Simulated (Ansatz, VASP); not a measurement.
# Al3GaN4: VASP beside Ansatz

The input POSCAR:

```
Al3GaN4
1.0
   -5.0380822009      0.0000000000     -0.0000609628
    0.0000000000     -3.1249488261      0.0000000000
   -0.0065778546      0.0000000000     10.5207859611
Al Ga N
6 2 8
Direct
    0.4997478828      0.5000000000      0.8579640928
    0.4997661375      0.5000000000      0.3437066030
    0.9993254957      0.5000000000      0.1727915127
    0.9993072410      0.5000000000      0.6870490025
    0.9989622180      1.0000000000      0.9425025676
    0.9989804727      1.0000000000      0.4282450777
    0.5005022585      1.0000000000      0.0860375739
    0.5004840038      1.0000000000      0.6002950637
    0.8892899652      1.0000000000      0.0860954526
    0.8892717105      1.0000000000      0.6003529424
    0.8772939573      0.5000000000      0.8579009507
    0.8773122120      0.5000000000      0.3436434609
    0.3745801616      0.5000000000      0.1757634424
    0.3745619069      0.5000000000      0.6900209323
    0.3765528626      1.0000000000      0.9395303061
    0.3765711173      1.0000000000      0.4252728163
```

File INCAR.step1:

```
SYSTEM = Al3GaN4
  PREC = Accurate
  ENCUT = 520
  ISMEAR = 0
  SIGMA = 0.05
  LREAL = Auto
  LASPH = .TRUE.
  NELM = 100
  NBANDS = 56
  GGA = PE
  ALGO = Normal
  EDIFF = 1E-4
  LWAVE = .TRUE.
  LCHARG = .FALSE.
```

INCAR.step2

```
SYSTEM = Al3GaN4
  PREC = Accurate
  ENCUT = 520
  EDIFF = 1E-7
  ISMEAR = 0
  SIGMA = 0.05
  LREAL = Auto
  LASPH = .TRUE.
  NELM = 100
  ALGO = Normal
  ISIF = 2
  LWAVE = .FALSE.
  LCHARG = .TRUE.
  METAGGA = R2SCAN
  LMIXTAU = .TRUE.
  LELF = .TRUE.
  LVHAR = .TRUE.
  NBANDS = 56
  ISTART = 1
```

File KPOINTS:

```
regular mesh
0
G
  5 7 2
  0 0 0
```

Input for Ansatz:

```yaml
crystal:
  lattice:
    - [-5.0380822009, 0.0, -6.09628e-05]
    - [0.0, -3.1249488261, 0.0]
    - [-0.0065778546, 0.0, 10.5207859611]
  atoms:
    - { symbol: Al, position: [0.4997478828, 0.5, 0.8579640928] }
    - { symbol: Al, position: [0.4997661375, 0.5, 0.343706603] }
    - { symbol: Al, position: [0.9993254957, 0.5, 0.1727915127] }
    - { symbol: Al, position: [0.999307241, 0.5, 0.6870490025] }
    - { symbol: Al, position: [0.998962218, 1.0, 0.9425025676] }
    - { symbol: Al, position: [0.9989804727, 1.0, 0.4282450777] }
    - { symbol: Ga, position: [0.5005022585, 1.0, 0.0860375739] }
    - { symbol: Ga, position: [0.5004840038, 1.0, 0.6002950637] }
    - { symbol: "N", position: [0.8892899652, 1.0, 0.0860954526] }
    - { symbol: "N", position: [0.8892717105, 1.0, 0.6003529424] }
    - { symbol: "N", position: [0.8772939573, 0.5, 0.8579009507] }
    - { symbol: "N", position: [0.877312212, 0.5, 0.3436434609] }
    - { symbol: "N", position: [0.3745801616, 0.5, 0.1757634424] }
    - { symbol: "N", position: [0.3745619069, 0.5, 0.6900209323] }
    - { symbol: "N", position: [0.3765528626, 1.0, 0.9395303061] }
    - { symbol: "N", position: [0.3765711173, 1.0, 0.4252728163] }
basis:
  ecutwfc: 500
kpoints:
  mp_grid: { grid: [5, 7, 2] }
hamiltonian:
  xc: r2scan
scf:
  occupations: { method: gaussian, width: 0.05 }
output:
  forces: true
  stress: true
  eigenvalues: true
```

Alike in both runs: task single point; functional r2SCAN; k mesh 5 × 7 × 2; occupations gaussian, width 0.05 eV; no spin polarisation.

|  | VASP | Ansatz |
| --- | --- | --- |
| version | VASP 6.6.1 | Ansatz 0.2.0 |
| potentials or method | VASP PAW PBE potentials, release 64 (Al, Ga_d, N), cutoff 520 eV | scalar-relativistic, plane waves, PAW |
| valence electrons in the cell | 84 | 84 |

|  | VASP | Ansatz | Ansatz less VASP |
| --- | --- | --- | --- |
| gap on the k mesh at the Fermi level (eV) | 4.32 | 4.31 | -0.016 |
| least direct gap on the mesh (eV) | 4.32 | 4.31 | -0.016 |
| pressure (GPa) | 10.1 | 10.0 | -0.10 |
| traceless stress, the component that is largest in VASP (GPa) | 15.08 | 14.92 | -0.167 |
| rms of the force components (eV/Å) | 2.112 | 2.082 | -0.0303 |

VASP's potentials were made for PBE, not for r2SCAN. Atom by atom the forces differ by 0.039 eV/Å (rms over components). With one functional, cell and mesh, what is left measures potentials, basis and numerics.
